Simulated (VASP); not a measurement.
# GdN (P6_3/mmc) in VASP: notebook

Runs on GdN. Level: PBE+U. Tasks: single point.

All numbers are computed with VASP 6.6.1; they aren't measurements. Logs are shortened: lines on timing, memory, paths and dates and some standing lists are left out, and cuts for length are marked.

## Step 1: The cell of the first run

It takes space group P6_3/mmc (No. 194, hexagonal). The conventional cell has a = 3.524 Å, b = 3.524 Å, c = 6.188 Å, α = 90.00°, β = 90.00°, γ = 120.00°. Within 3.6 Å of Gd (site symmetry -3m) lie 6 N at 2.56 Å and 8 Gd at 3.09 to 3.52 Å. N (site symmetry -6m2) has 6 Gd at 2.56 Å and 12 N at 3.52 to 3.70 Å within 3.8 Å.

## Step 2: Single point, PBE+U, collinear spin (16.64 Å³/atom)

The input, INCAR:

```
SYSTEM = GdN
  ALGO = Normal
  EDIFF = 1E-6
  ENCUT = 520
  GGA = PE
  ISIF = 2
  ISMEAR = 0
  ISPIN = 2
  LASPH = .TRUE.
  LCHARG = .FALSE.
  LDAU = .TRUE.
  LDAUJ = 0 0
  LDAUL = 3 -1
  LDAUPRINT = 1
  LDAUTYPE = 2
  LDAUU = 6 0
  LMAXMIX = 6
  LORBIT = 11
  LREAL = .FALSE.
  LWAVE = .FALSE.
  MAGMOM = 7.65 7.65 -0.15 -0.15
  NBANDS = 35
  NELM = 150
  PREC = Accurate
  SIGMA = 0.05
```

The input, KPOINTS:

```
k-points
0
G
  10 10 6
  0 0 0
```

The input, POSCAR:

```
GdN
1.0
    3.5238289101      0.0000000000      0.0000000000
   -1.7619144551      3.0517253548      0.0000000000
    0.0000000000      0.0000000000      6.1878644091
Gd N
2 2
Direct
    0.0000000000      0.0000000000      0.0000000000
    0.0000000000      0.0000000000      0.5000000000
    0.3333333333      0.6666666667      0.2500000000
    0.6666666667      0.3333333333      0.7500000000
```

Potentials or basis: VASP PAW PBE potentials, release 64 (Gd, N).

Run with:

```bash
cat potpaw_PBE.64/Gd/POTCAR potpaw_PBE.64/N/POTCAR > POTCAR
mpirun -np 1 vasp_std > vasp.out
```

OUTCAR:

```text
SYSTEM = GdN
   EDIFF = 1E-6
   ENCUT = 520
   GGA = PE
   ISIF = 2
   ISMEAR = 0
   ISPIN = 2
   LASPH = .TRUE.
   LORBIT = 11
   LREAL = .FALSE.
   NELM = 150
   PREC = Accurate

 ion  position               nearest neighbor table
   1  0.000  0.000  0.000-   3 2.56   4 2.56   4 2.56   3 2.56   4 2.56   3 2.56   2 3.09   2 3.09

   2  0.000  0.000  0.500-   3 2.56   4 2.56   4 2.56   3 2.56   4 2.56   3 2.56   1 3.09   1 3.09

   3  0.333  0.667  0.250-   1 2.56   2 2.56   1 2.56   2 2.56   1 2.56   2 2.56
   4  0.667  0.333  0.750-   1 2.56   2 2.56   1 2.56   2 2.56   1 2.56   2 2.56

  LATTYP: Found a hexagonal cell.
 ALAT       =     3.5238289101
 C/A-ratio  =     1.7560059149

  Lattice vectors:

 A1 = (   3.5238289101,   0.0000000000,   0.0000000000)
 A2 = (  -1.7619144551,   3.0517253548,   0.0000000000)
 A3 = (   0.0000000000,   0.0000000000,   6.1878644091)

Analysis of symmetry for initial positions (statically):
=====================================================================
 Subroutine PRICEL returns:
 Original cell was already a primitive cell.

 Routine SETGRP: Setting up the symmetry group for a
 hexagonal supercell.

 Subroutine GETGRP returns: Found 24 space group operations
 (whereof 12 operations were pure point group operations)
 out of a pool of 24 trial point group operations.

The static configuration has the point symmetry D_3d.
 The point group associated with its full space group is D_6h.

Analysis of symmetry for dynamics (positions and initial velocities):
=====================================================================
 Subroutine PRICEL returns:
 Original cell was already a primitive cell.

 Routine SETGRP: Setting up the symmetry group for a
 hexagonal supercell.

 Subroutine GETGRP returns: Found 24 space group operations
 (whereof 12 operations were pure point group operations)
 out of a pool of 24 trial point group operations.

The dynamic configuration has the point symmetry D_3d.
 The point group associated with its full space group is D_6h.

Analysis of structural, dynamic, and magnetic symmetry:
=====================================================================
 Subroutine PRICEL returns:
 Original cell was already a primitive cell.

 Routine SETGRP: Setting up the symmetry group for a
 hexagonal supercell.

 Subroutine GETGRP returns: Found 24 space group operations
 (whereof 12 operations were pure point group operations)
 out of a pool of 24 trial point group operations.

The overall configuration has the point symmetry D_3d.
 The point group associated with its full space group is D_6h.

 Subroutine INISYM returns: Found 24 space group operations
 (whereof 12 operations are pure point group operations),
 and found     1 'primitive' translations

----------------------------------------------------------------------------------------

                                     Primitive cell

[... 177 lines left out ...]

atom =   2  type =  1  l = 3

 onsite density matrix

spin component  1

  0.9918 -0.0000  0.0000 -0.0011  0.0000 -0.0000 -0.0000
 -0.0000  0.9933  0.0000  0.0000  0.0005  0.0000  0.0000
  0.0000  0.0000  0.9912 -0.0000 -0.0000  0.0005 -0.0000
 -0.0011  0.0000 -0.0000  0.9896 -0.0000  0.0000  0.0000
  0.0000  0.0005 -0.0000 -0.0000  0.9912 -0.0000  0.0000
 -0.0000  0.0000  0.0005  0.0000 -0.0000  0.9933 -0.0000
 -0.0000  0.0000 -0.0000  0.0000  0.0000 -0.0000  0.9906

spin component  2

  0.0056 -0.0000  0.0000 -0.0041  0.0000 -0.0000 -0.0000
 -0.0000  0.0097  0.0000  0.0000  0.0027  0.0000  0.0000
  0.0000  0.0000  0.0054  0.0000 -0.0000  0.0027 -0.0000
 -0.0041  0.0000  0.0000  0.0036  0.0000  0.0000  0.0000
  0.0000  0.0027 -0.0000  0.0000  0.0054 -0.0000  0.0000
 -0.0000  0.0000  0.0027  0.0000 -0.0000  0.0097 -0.0000
 -0.0000  0.0000 -0.0000  0.0000  0.0000 -0.0000  0.0033

 occupancies and eigenvectors

  o =  0.0004  v =  0.0000  0.0000  0.0000  0.0000  0.0000  0.0000  0.0000  0.6170 -0.0000 -0.0000  0.7870 -0.0000 -0.0000 -0.0000      0.0000  0.0000  0.0000  0.0000  0.0000  0.0000  0.0000  0.0000  0.0000  0.0000  0.0000  0.0000  0.0000  0.0000
  o =  0.0033  v =  0.0000  0.0000  0.0000  0.0000  0.0000  0.0000  0.0000 -0.0000 -0.0000 -0.0000  0.0000  0.0000  0.0000 -1.0000      0.0000  0.0000  0.0000  0.0000  0.0000  0.0000  0.0000  0.0000  0.0000  0.0000  0.0000  0.0000  0.0000  0.0000
  o =  0.0041  v =  0.0000  0.0000  0.0000  0.0000  0.0000  0.0000  0.0000  0.0000  0.4116 -0.2926 -0.0000 -0.8515  0.1414 -0.0000      0.0000  0.0000  0.0000  0.0000  0.0000  0.0000  0.0000  0.0000  0.0000  0.0000  0.0000  0.0000  0.0000  0.0000
  o =  0.0041  v =  0.0000  0.0000  0.0000  0.0000  0.0000  0.0000  0.0000 -0.0000  0.1414  0.8515  0.0000 -0.2926 -0.4116 -0.0000      0.0000  0.0000  0.0000  0.0000  0.0000  0.0000  0.0000  0.0000  0.0000  0.0000  0.0000  0.0000  0.0000  0.0000
  o =  0.0088  v =  0.0000  0.0000  0.0000  0.0000  0.0000  0.0000  0.0000 -0.7870 -0.0000 -0.0000  0.6170 -0.0000 -0.0000  0.0000      0.0000  0.0000  0.0000  0.0000  0.0000  0.0000  0.0000  0.0000  0.0000  0.0000  0.0000  0.0000  0.0000  0.0000
  o =  0.0110  v =  0.0000  0.0000  0.0000  0.0000  0.0000  0.0000  0.0000 -0.0000  0.8509  0.1423  0.0000  0.4113  0.2944  0.0000      0.0000  0.0000  0.0000  0.0000  0.0000  0.0000  0.0000  0.0000  0.0000  0.0000  0.0000  0.0000  0.0000  0.0000
  o =  0.0110  v =  0.0000  0.0000  0.0000  0.0000  0.0000  0.0000  0.0000  0.0000  0.2944 -0.4113 -0.0000  0.1423 -0.8509  0.0000      0.0000  0.0000  0.0000  0.0000  0.0000  0.0000  0.0000  0.0000  0.0000  0.0000  0.0000  0.0000  0.0000  0.0000
  o =  0.9891  v = -0.3788  0.0000  0.0000 -0.9255  0.0000  0.0000  0.0000  0.0000  0.0000  0.0000  0.0000  0.0000  0.0000  0.0000      0.0000  0.0000  0.0000  0.0000  0.0000  0.0000  0.0000  0.0000  0.0000  0.0000  0.0000  0.0000  0.0000  0.0000
  o =  0.9906  v =  0.0000  0.0000  0.0000 -0.0000 -0.0000 -0.0000  1.0000  0.0000  0.0000  0.0000  0.0000  0.0000  0.0000  0.0000      0.0000  0.0000  0.0000  0.0000  0.0000  0.0000  0.0000  0.0000  0.0000  0.0000  0.0000  0.0000  0.0000  0.0000
  o =  0.9911  v =  0.0000  0.2253 -0.3184 -0.0000 -0.9175  0.0782 -0.0000  0.0000  0.0000  0.0000  0.0000  0.0000  0.0000  0.0000      0.0000  0.0000  0.0000  0.0000  0.0000  0.0000  0.0000  0.0000  0.0000  0.0000  0.0000  0.0000  0.0000  0.0000
  o =  0.9911  v = -0.0000  0.0782  0.9175  0.0000 -0.3184 -0.2253 -0.0000  0.0000  0.0000  0.0000  0.0000  0.0000  0.0000  0.0000      0.0000  0.0000  0.0000  0.0000  0.0000  0.0000  0.0000  0.0000  0.0000  0.0000  0.0000  0.0000  0.0000  0.0000
  o =  0.9922  v =  0.9255  0.0000  0.0000 -0.3788  0.0000  0.0000 -0.0000  0.0000  0.0000  0.0000  0.0000  0.0000  0.0000  0.0000      0.0000  0.0000  0.0000  0.0000  0.0000  0.0000  0.0000  0.0000  0.0000  0.0000  0.0000  0.0000  0.0000  0.0000
  o =  0.9934  v =  0.0000 -0.9175 -0.0782 -0.0000 -0.2253 -0.3183 -0.0000  0.0000  0.0000  0.0000  0.0000  0.0000  0.0000  0.0000      0.0000  0.0000  0.0000  0.0000  0.0000  0.0000  0.0000  0.0000  0.0000  0.0000  0.0000  0.0000  0.0000  0.0000
  o =  0.9934  v =  0.0000  0.3183 -0.2253 -0.0000  0.0782 -0.9175  0.0000  0.0000  0.0000  0.0000  0.0000  0.0000  0.0000  0.0000      0.0000  0.0000  0.0000  0.0000  0.0000  0.0000  0.0000  0.0000  0.0000  0.0000  0.0000  0.0000  0.0000  0.0000

 number of electron      46.0000009 magnetization      13.9999546

 Free energy of the ion-electron system (eV)
  ---------------------------------------------------
  ext. energy  EPLUGINS =         0.00000000
  ---------------------------------------------------
  free energy    TOTEN  =       -44.22096046 eV

  energy without entropy =      -44.22064296  energy(sigma->0) =      -44.22080171

 E-fermi :   3.5526     XC(G=0): -11.1758

 val. band max:        3.5418923594   @ k =   0.1000  -0.0000   0.0000
 cond. band min:       3.5813987545   @ k =   0.1000  -0.0000   0.0000
 fundamental gap:      0.0395063952
 Fermi energy:         3.5525983213

 spin component 1

 k-point     1 :       0.0000    0.0000    0.0000
  band No.  band energies     occupation
      1     -40.8665      1.00000
      2     -40.7344      1.00000
      3     -19.1425      1.00000
      4     -17.8949      1.00000
      5     -17.8949      1.00000
      6     -17.7344      1.00000
[... 1817 lines left out ...]
     34       9.7865      0.00000
     35      10.2309      0.00000

 [... further k-points ...]

------------------------ aborting loop because EDIFF is reached ----------------------------------------

  FORCE on cell =-STRESS in cart. coord.  units (eV):
  Direction    XX          YY          ZZ          XY          YZ          ZX
  --------------------------------------------------------------------------------------
  -------------------------------------------------------------------------------------
  Total       -1.9449041     -1.9449041     -2.0132314      0.0000000      0.0000000     -0.0000000
  in kB      -46.8282289    -46.8282289    -48.4733723      0.0000000      0.0000000     -0.0000000
  external PRESSURE =     -47.3766100 kB  Pullay stress =       0.0000000 kB

 VOLUME and BASIS-vectors are now :
 -----------------------------------------------------------------------------
  energy-cutoff  :      520.00
  volume of cell :       66.54
      direct lattice vectors                 reciprocal lattice vectors
     3.523828910  0.000000000  0.000000000     0.283782223  0.163841743  0.000000000
    -1.761914455  3.051725355  0.000000000     0.000000000  0.327683485  0.000000000
     0.000000000  0.000000000  6.187864409     0.000000000  0.000000000  0.161606644

 POSITION                                       TOTAL-FORCE (eV/Angst)
 -----------------------------------------------------------------------------------
      0.00000      0.00000      0.00000         0.000000     -0.000000     -0.000000
      0.00000      0.00000      3.09393         0.000000     -0.000000     -0.000000
     -0.00000      2.03448      1.54697        -0.000000     -0.000000      0.000000
      1.76191      1.01724      4.64090         0.000000      0.000000      0.000000
 -----------------------------------------------------------------------------------
    total drift:                               -0.000000     -0.000000      0.000000

  FREE ENERGIE OF THE ION-ELECTRON SYSTEM (eV)
  ---------------------------------------------------
  free  energy   TOTEN  =       -44.2209604567 eV

  energy  without entropy=      -44.2206429620  energy(sigma->0) =      -44.22080171

 total charge

# of ion       s       p       d       f       tot
--------------------------------------------------
    1        2.039   5.652   0.514   6.977  15.181
    2        2.039   5.652   0.514   6.977  15.181
    3        1.244   2.360   0.000   0.000   3.604
    4        1.244   2.360   0.000   0.000   3.604
--------------------------------------------------
tot          6.566  16.024   1.028  13.953  37.571

 magnetization (x)

# of ion       s       p       d       f       tot
--------------------------------------------------
    1       -0.003  -0.084   0.071   6.893   6.877
    2       -0.003  -0.084   0.071   6.893   6.877
    3       -0.008  -0.094   0.000   0.000  -0.102
    4       -0.008  -0.094   0.000   0.000  -0.102
--------------------------------------------------
tot         -0.022  -0.356   0.143  13.786  13.551
```

Wall time 6.4 min (1 thread of Intel Xeon 6975P-C (Granite Rapids), shared host); peak memory 0.37 GiB.

What came out:

- Free energy: -44.2210 eV
- Pressure: -4.7 GPa
- Band gap on the k mesh: zero (filled and empty bands overlap)
- Net moment: 14.00 μB per cell
- Site moments: Gd +6.88; N -0.10 μB
- Valence electrons inside the program's atomic spheres: Gd 15.18; N 3.60

Levels at points of the mesh, in eV from the Fermi level:
Spin up:
```csv
k point,band 27,band 28,band 29,band 30,band 31,band 32,band 33,band 34
"(0.00, 0.00, 0.00)",-2.04,-0.21,-0.08,0.20,0.20,2.81,2.81,2.92
"(0.50, 0.00, 0.00)",-2.24,-1.28,-0.73,-0.20,-0.02,2.60,4.76,5.55
"(0.00, 0.00, 0.50)",-1.17,-1.17,-1.17,-1.17,2.83,2.83,3.67,3.67
"(0.50, 0.00, 0.50)",-1.66,-1.66,-1.31,-1.31,1.82,1.82,5.55,5.55
```
Spin down:
```tsv
k point	band 14	band 15	band 16	band 17	band 18	band 19
(0.00, 0.00, 0.00)	-0.54	-0.31	-0.31	0.61	3.40	3.66
(0.50, 0.00, 0.00)	-1.23	-0.77	-0.46	0.75	3.28	4.05
(0.00, 0.00, 0.50)	-1.25	-1.25	-1.25	2.94	2.94	4.05
(0.50, 0.00, 0.50)	-1.65	-1.35	-1.35	2.41	2.41	4.13
```

Eigenvalues of the final occupation matrices:
```csv
site,spin,trace,eigenvalues
site 1 f,1,6.94,0.99 0.99 0.99 0.99 0.99 0.99 0.99
site 1 f,2,0.04,0.00 0.00 0.00 0.00 0.01 0.01 0.01
site 2 f,1,6.94,0.99 0.99 0.99 0.99 0.99 0.99 0.99
site 2 f,2,0.04,0.00 0.00 0.00 0.00 0.01 0.01 0.01
```

Caveat: the cell stands under tension; spin-orbit coupling is left out, which moves the levels of the heavy elements.

## Step 3: Single point, PBE+U, collinear spin (17.12 Å³/atom)

This run uses another cell than the first one, of 17.12 Å³/atom.

The input, INCAR:

```
SYSTEM = GdN
PREC = Accurate ; ENCUT = 520
EDIFF = 1E-6 ; ISMEAR = 0
SIGMA = 0.05 ; LREAL = .False.
LASPH = .True. ; NELM = 150
ALGO = Normal ; ISIF = 2
LWAVE = .False. ; LCHARG = .False.
ISPIN = 2 ; MAGMOM = 7.66 7.66 -0.15 -0.15
LORBIT = 11 ; LMAXMIX = 6
LDAU = .True. ; LDAUTYPE = 2
LDAUL = 3 -1 ; LDAUU = 6 0
LDAUJ = 0 0 ; LDAUPRINT = 1
GGA = PE ; NBANDS = 35
```

The input, KPOINTS:

```
regular mesh
0
Gamma
  10 10 6
  0 0 0
```

The input, POSCAR:

```
GdN
1.0
    3.5588557925      0.0000000000      0.0000000000
   -1.7794278962      3.0820595247      0.0000000000
    0.0000000000      0.0000000000      6.2416595257
Gd N
2 2
Direct
    0.0000000000      0.0000000000      0.0000000000
    0.0000000000      0.0000000000      0.5000000000
    0.3333333333      0.6666666667      0.2500000000
    0.6666666667      0.3333333333      0.7500000000
```

Potentials or basis: VASP PAW PBE potentials, release 64 (Gd, N).

Run with:

```bash
cat potpaw_PBE.64/Gd/POTCAR potpaw_PBE.64/N/POTCAR > POTCAR
mpirun -np 1 vasp_std > vasp.out
```

Run time: 6.3 min. Hardware: 1 thread of Intel Xeon 6975P-C (Granite Rapids), shared host; peak memory 0.37 GiB.

It converged, with:

* Free energy: -44.1454 eV
* Pressure: -8.0 GPa
* Band gap on the k mesh: zero (filled and empty bands overlap)
* Net moment: 14.00 μB per cell
* Site moments: Gd +6.88; N -0.10 μB
* Valence electrons inside the program's atomic spheres: Gd 15.16; N 3.59

Stress tensor (GPa, compression positive):
```
-7.94  0.00  0.00
 0.00 -7.94  0.00
 0.00  0.00 -8.06
```

Levels at points of the mesh, in eV from the Fermi level:
Spin up:
| k point | band 26 | band 27 | band 28 | band 29 | band 30 | band 31 | band 32 | band 33 | band 34 | band 35 |
| --- | --- | --- | --- | --- | --- | --- | --- | --- | --- | --- |
| (0.00, 0.00, 0.00) | -1.98 | -1.98 | -0.19 | -0.10 | 0.17 | 0.17 | 2.68 | 2.75 | 2.75 | 3.01 |
| (0.50, 0.00, 0.00) | -2.79 | -2.18 | -1.30 | -0.77 | -0.23 | -0.01 | 2.56 | 4.60 | 5.31 | 5.67 |
| (0.00, 0.00, 0.50) | -2.54 | -1.14 | -1.14 | -1.14 | -1.14 | 2.75 | 2.75 | 3.58 | 3.58 | 3.58 |
| (0.50, 0.00, 0.50) | -2.92 | -1.63 | -1.63 | -1.29 | -1.29 | 1.77 | 1.77 | 5.36 | 5.36 | 6.10 |
Spin down:
```csv
k point,band 14,band 15,band 16,band 17,band 18,band 19
"(0.00, 0.00, 0.00)",-0.54,-0.31,-0.31,0.63,3.16,3.59
"(0.50, 0.00, 0.00)",-1.25,-0.81,-0.48,0.76,3.23,3.95
"(0.00, 0.00, 0.50)",-1.21,-1.21,-1.21,2.89,2.89,3.96
"(0.50, 0.00, 0.50)",-1.62,-1.32,-1.32,2.36,2.36,4.02
```

Eigenvalues of the final occupation matrices:
```tsv
site	spin	trace	eigenvalues
site 1 f	1	6.94	0.99 0.99 0.99 0.99 0.99 0.99 0.99
site 1 f	2	0.04	0.00 0.00 0.00 0.00 0.01 0.01 0.01
site 2 f	1	6.94	0.99 0.99 0.99 0.99 0.99 0.99 0.99
site 2 f	2	0.04	0.00 0.00 0.00 0.00 0.01 0.01 0.01
```

Caveat: the cell stands under tension; spin-orbit coupling is left out, which moves the levels of the heavy elements.

The gap in the log of VASP goes by the Fermi energy; the results here count the filled bands.